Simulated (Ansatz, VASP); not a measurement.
**Two plane-wave programs on MgCd5O6**

```
Mg Cd O
1.0
     3.30297    0.00000    0.00000
    -1.65149    2.86046    0.00000
     0.00000    0.00000   16.38925
Mg Cd O
1 5 6
Direct
  0.00000 0.00000 0.50000
  0.66667 0.33333 0.65744
  0.33333 0.66667 0.34255
  0.66667 0.33333 0.17126
  0.00000 0.00000 0.00000
  0.33333 0.66667 0.82874
  0.33333 0.66667 0.56919
  0.66667 0.33333 0.43081
  0.00000 0.00000 0.25708
  0.33333 0.66667 0.08568
  0.66667 0.33333 0.91432
  0.00000 0.00000 0.74292
```

Alike in both runs: task single point; functional PBE; k mesh 6 × 6 × 1; occupations gaussian, width 0.1 eV; collinear spin.

```csv
,VASP,Ansatz
version,VASP 6.6.1,Ansatz 0.2.0
potentials or method,"VASP PAW PBE potentials, release 64 (Mg, Cd, O), cutoff 520 eV","scalar-relativistic, plane waves, PAW"
valence electrons in the cell,98,146
```

Ansatz gave:

| Item | Value |
| --- | --- |
| gap on the k mesh at the Fermi level (eV) | none |
| pressure (GPa) | 0.1 |
| traceless stress, the component that is largest in VASP (GPa) | 0.02 |
| rms of the force components (eV/Å) | 0.008 |
| net moment per atom (μB) | 0.00 |

Task: What did VASP give for the same quantities?

Result: gap on the k mesh at the Fermi level (eV): none; pressure (GPa): 1.1; traceless stress, the component that is largest in VASP (GPa): 0.10; rms of the force components (eV/Å): 0.023; net moment per atom (μB): 0.00.

Atom by atom the forces differ by 0.021 eV/Å (rms over components). A gap of «none» marks a metal or a gap that the smearing closes. VASP's potentials hold 98 valence electrons a cell and Ansatz's 146, so a difference there can come from the potentials and not from the codes. Ansatz's warnings: seeded moment not kept.

The k mesh is coarse, so the values compare programs but aren't converged.
